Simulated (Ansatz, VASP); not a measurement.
## Sb: VASP beside Ansatz

```
Sb
1.0
     3.38658    0.00000    0.00000
    -1.69329    2.93286    0.00000
     0.00000    0.00000    5.19659
Sb
2
Direct
  0.33333 0.66667 0.25000
  0.66667 0.33333 0.75000
```

Change from the starting cell: volume scaled by 0.9405.

Alike in both runs: task single point; functional PBE; k mesh 13 × 13 × 7; occupations fermi-dirac, width 0.05 eV; no spin polarisation.

|  | VASP | Ansatz |
| --- | --- | --- |
| version | VASP 6.6.1 | Ansatz 0.2.0 |
| potentials or method | VASP PAW PBE potentials, release 64 (Sb), cutoff 520 eV | all-electron LAPW, scalar-relativistic |

|  | VASP | Ansatz | Ansatz less VASP |
| --- | --- | --- | --- |
| pressure (GPa) | 3.9 | 4.0 | +0.14 |
| traceless stress, the component that is largest in VASP (GPa) | 0.13 | 0.13 | +0.001 |

Ansatz ran all-electron here, and VASP with PAW potentials.

Neither program's run includes spin-orbit coupling.
